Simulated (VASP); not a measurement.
# AlRu (Pm-3m) in VASP: a series of runs, part 2 of 2

VASP 6.6.1.

### Step 5. Single point, revPBE+D3(BJ)

This run uses another cell than the first one, of 12.94 Å³/atom, 1.028 times its volume.

INCAR reads:

```
PREC = Accurate
ENCUT = 520
EDIFF = 1E-6
ISMEAR = -1
SIGMA = 0.05
LREAL = F
LASPH = T
NELM = 60
ALGO = Normal
ISIF = 2
LWAVE = F
LCHARG = T
GGA = RE
IVDW = 12
LELF = T
LVHAR = T
NBANDS = 16
```

KPOINTS reads:

```
regular mesh
0
Gamma
  9 9 9
```

POSCAR reads:

```
AlRu
1.0
    2.9579827814      0.0000000000      0.0000000000
    0.0000000000      2.9579827814      0.0000000000
    0.0000000000      0.0000000000      2.9579827814
Ru Al
1 1
Direct
    0.5000000000      0.5000000000      0.5000000000
    0.0000000000      0.0000000000      0.0000000000
```

Potentials or basis: VASP PAW PBE potentials, release 64 (Ru_pv, Al).

Run with:

```sh
$ cat potpaw_PBE.64/Ru_pv/POTCAR potpaw_PBE.64/Al/POTCAR > POTCAR
$ mpirun -np 1 vasp_std > vasp.out
```

OUTCAR:

```text
PREC = Accurate
   ENCUT = 520
   EDIFF = 1E-6
   ISMEAR = -1
   LREAL = F
   LASPH = T
   NELM = 60
   ISIF = 2
   GGA = RE
   IVDW = 12
 IVDW          = 12

 ion  position               nearest neighbor table
   1  0.500  0.500  0.500-   2 2.56   2 2.56   2 2.56   2 2.56   2 2.56   2 2.56   2 2.56   2 2.56

   2  0.000  0.000  0.000-   1 2.56   1 2.56   1 2.56   1 2.56   1 2.56   1 2.56   1 2.56   1 2.56

  LATTYP: Found a simple cubic cell.
 ALAT       =     2.9579827814

  Lattice vectors:

 A1 = (   2.9579827814,   0.0000000000,   0.0000000000)
 A2 = (   0.0000000000,   2.9579827814,   0.0000000000)
 A3 = (   0.0000000000,   0.0000000000,   2.9579827814)

Analysis of symmetry for initial positions (statically):
=====================================================================
 Subroutine PRICEL returns:
 Original cell was already a primitive cell.

 Routine SETGRP: Setting up the symmetry group for a
 simple cubic supercell.

 Subroutine GETGRP returns: Found 48 space group operations
[... 9 lines left out ...]

 Routine SETGRP: Setting up the symmetry group for a
 simple cubic supercell.

[... 151 lines left out ...]

 E-fermi :  11.1823     XC(G=0): -12.6920

 val. band max:       11.1789229167   @ k =   0.4444   0.1111   0.1111
 cond. band min:      11.2514400741   @ k =   0.1111   0.1111   0.0000
 fundamental gap:      0.0725171574
 Fermi energy:        11.1822649098

 k-point     1 :       0.0000    0.0000    0.0000
  band No.  band energies     occupation
      1     -30.5374      2.00000
      2     -30.5374      2.00000
      3     -30.5374      2.00000
      4       1.4087      2.00000
      5       7.5076      2.00000
      6       7.5076      2.00000
[... 433 lines left out ...]
      3     -30.5286      2.00000
      4       5.2832      2.00000
      5       7.3841      2.00000
      6       8.6458      2.00000
[... 8 lines left out ...]
     15      24.6285      0.00000
     16      25.0969      0.00000

 [... further k-points ...]

------------------------ aborting loop because EDIFF is reached ----------------------------------------

 Edisp (eV)   -2.02434

 E8    (eV) :    -1.4416

  FORCE on cell =-STRESS in cart. coord.  units (eV):
  Direction    XX          YY          ZZ          XY          YZ          ZX
  --------------------------------------------------------------------------------------
  -------------------------------------------------------------------------------------
  Total      -0.02982    -0.02982    -0.02982     0.00000     0.00000     0.00000
  in kB      -1.84602    -1.84602    -1.84602     0.00000     0.00000     0.00000
  external pressure =       -1.85 kB  Pullay stress =        0.00 kB

 VOLUME and BASIS-vectors are now :
 -----------------------------------------------------------------------------
  energy-cutoff  :      520.00
  volume of cell :       25.88
      direct lattice vectors                 reciprocal lattice vectors
     2.957982781  0.000000000  0.000000000     0.338068229  0.000000000  0.000000000
     0.000000000  2.957982781  0.000000000     0.000000000  0.338068229  0.000000000
     0.000000000  0.000000000  2.957982781     0.000000000  0.000000000  0.338068229

 POSITION                                       TOTAL-FORCE (eV/Angst)
 -----------------------------------------------------------------------------------
      1.47899      1.47899      1.47899         0.000000      0.000000      0.000000
      0.00000      0.00000      0.00000         0.000000      0.000000      0.000000
 -----------------------------------------------------------------------------------
    total drift:                                0.000000     -0.000000     -0.000000

  FREE ENERGIE OF THE ION-ELECTRON SYSTEM (eV)
  ---------------------------------------------------
  free  energy   TOTEN  =       -15.5221395744 eV

  energy  without entropy=      -15.5073477686  energy(sigma->0) =      -15.51474367
```

It took 9.2 s on 1 thread of Intel Xeon Platinum 8259CL at 2.50GHz (Skylake/Cascade Lake), shared host; peak memory 0.15 GiB.

What came out:

```yaml
Free_energy: -15.5221 eV
Pressure: -0.2 GPa
Dispersion_energy_per_atom: -1.012 eV
```

Caveat: the PAW data sets were made with another functional, which shifts forces and pressure a little; pairwise dispersion overbinds metals, which lowers pressure and volume.

### Step 6. Single point, revPBE+D4

This run uses another cell than the first one, of 13.13 Å³/atom, 1.044 times its volume.

INCAR reads:

```
ALGO = Normal ; EDIFF = 1E-6
ENCUT = 520 ; GGA = RE
ISIF = 2 ; ISMEAR = -1
IVDW = 13 ; LASPH = True
LCHARG = True ; LELF = True
LREAL = False ; LVHAR = True
LWAVE = False ; NBANDS = 16
NELM = 100 ; PREC = Accurate
SIGMA = 0.05
```

KPOINTS reads:

```
k-points
0
Gamma
  9 9 9
```

POSCAR reads:

```
AlRu
1.0
    2.9726444089      0.0000000000      0.0000000000
    0.0000000000      2.9726444089      0.0000000000
    0.0000000000      0.0000000000      2.9726444089
Ru Al
1 1
Direct
    0.5000000000      0.5000000000      0.5000000000
    0.0000000000      0.0000000000      0.0000000000
```

Potentials or basis: VASP PAW PBE potentials, release 64 (Ru_pv, Al).

Run with:

```sh
$ cat potpaw_PBE.64/Ru_pv/POTCAR potpaw_PBE.64/Al/POTCAR > POTCAR
$ mpirun -np 1 vasp_std > vasp.out
```

Wall time 9.7 s (1 thread of Intel Xeon Platinum 8259CL at 2.50GHz (Skylake/Cascade Lake), shared host); peak memory 0.14 GiB.

The run converged. Its results:

```yaml
Free_energy: -15.1068 eV
Pressure: -0.2 GPa
Dispersion_energy_per_atom: -0.791 eV
```

Levels at points of the mesh, in eV from the Fermi level:
| k point | band 7 | band 8 | band 9 | band 10 | band 11 | band 12 |
| --- | --- | --- | --- | --- | --- | --- |
| (0.00, 0.00, 0.00) | 0.25 | 0.25 | 0.25 | 6.29 | 6.29 | 6.29 |

Caveat: the PAW data sets were made with another functional, which shifts forces and pressure a little; pairwise dispersion overbinds metals, which lowers pressure and volume.

### Step 7. The runs side by side

```csv
level,potentials or basis,cell,gap on the mesh (eV),pressure (GPa)
PBEsol,"VASP PAW PBE potentials, release 64 (Ru_pv, Al)","a = 2.931 Å, 2 atoms",none,11.4
LDA,"VASP PAW LDA potentials, release 64 (Ru_pv, Al)","a = 3.011 Å, 2 atoms",none,-11.5
LDA,"VASP PAW LDA potentials, release 64 (Ru_pv, Al)","a = 3.031 Å, 2 atoms",none,-14.8
revPBE+D3(BJ),"VASP PAW PBE potentials, release 64 (Ru_pv, Al)","a = 2.958 Å, 2 atoms",none,-0.2
revPBE+D4,"VASP PAW PBE potentials, release 64 (Ru_pv, Al)","a = 2.973 Å, 2 atoms",none,-0.2
```

Alike in all rows: task single point; no spin polarisation; k mesh 9 × 9 × 9; cutoff (eV) 520; smearing fermi-dirac 0.05 eV.

Caveats: the PAW data sets were made with another functional, which shifts forces and pressure a little (some runs); pairwise dispersion overbinds metals, which lowers pressure and volume (some runs).

Absolute energies hang on the potentials; compare differences alone.
